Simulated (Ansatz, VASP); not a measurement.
**C in VASP and in Ansatz**

The input INCAR:

```
SYSTEM = C
PREC = Accurate
ENCUT = 600
EDIFF = 1E-6
ISMEAR = -1
SIGMA = 0.05
LREAL = .FALSE.
LASPH = .TRUE.
NELM = 120
ALGO = Normal
ISIF = 2
LWAVE = .FALSE.
LCHARG = .FALSE.
GGA = PE
NBANDS = 11
GGA_COMPAT = .FALSE.
```

KPOINTS

```
regular mesh
0
G
  14 14 14
  0 0 0
```

POSCAR

```
C
1.0
    0.0000000000      1.7833200000      1.7833200000
    1.7833200000      0.0000000000      1.7833200000
    1.7833200000      1.7833200000      0.0000000000
C
2
Direct
    0.7500000000      0.7500000000      0.7500000000
    0.5000000000      0.5000000000      0.5000000000
```

Input for Ansatz:

```yaml
crystal:
  lattice:
    - [0.0, 1.78332, 1.78332]
    - [1.78332, 0.0, 1.78332]
    - [1.78332, 1.78332, 0.0]
  atoms:
    - { symbol: C, position: [0.75, 0.75, 0.75] }
    - { symbol: C, position: [0.5, 0.5, 0.5] }
hamiltonian:
  xc: pbe
  pseudopotentials: { kind: paw }
basis:
  ecutwfc: 420
kpoints:
  mp_grid: { grid: [14, 14, 14] }
scf:
  occupations: { method: fermi_dirac, width: 0.05 }
  lower_state_search: "off"
output:
  forces: true
  stress: true
  write_density: true
  write_potential: true
  elf: true
  volumetric_format: npy
```

Alike in both runs: task single point; functional PBE; k mesh 14 × 14 × 14; occupations fermi-dirac, width 0.05 eV; no spin polarisation.

```csv
,VASP,Ansatz
version,VASP 6.6.1,Ansatz 0.2.0
potentials or method,"VASP PAW PBE potentials, release 64 (C), cutoff 600 eV","PAW, plane waves, scalar-relativistic"
valence electrons in the cell,8,8
```

|  | VASP | Ansatz | Ansatz less VASP |
| --- | --- | --- | --- |
| gap on the k mesh at the Fermi level (eV) | 4.13 | 4.14 | +0.007 |
| pressure (GPa) | 1.8 | 1.8 | 0.00 |
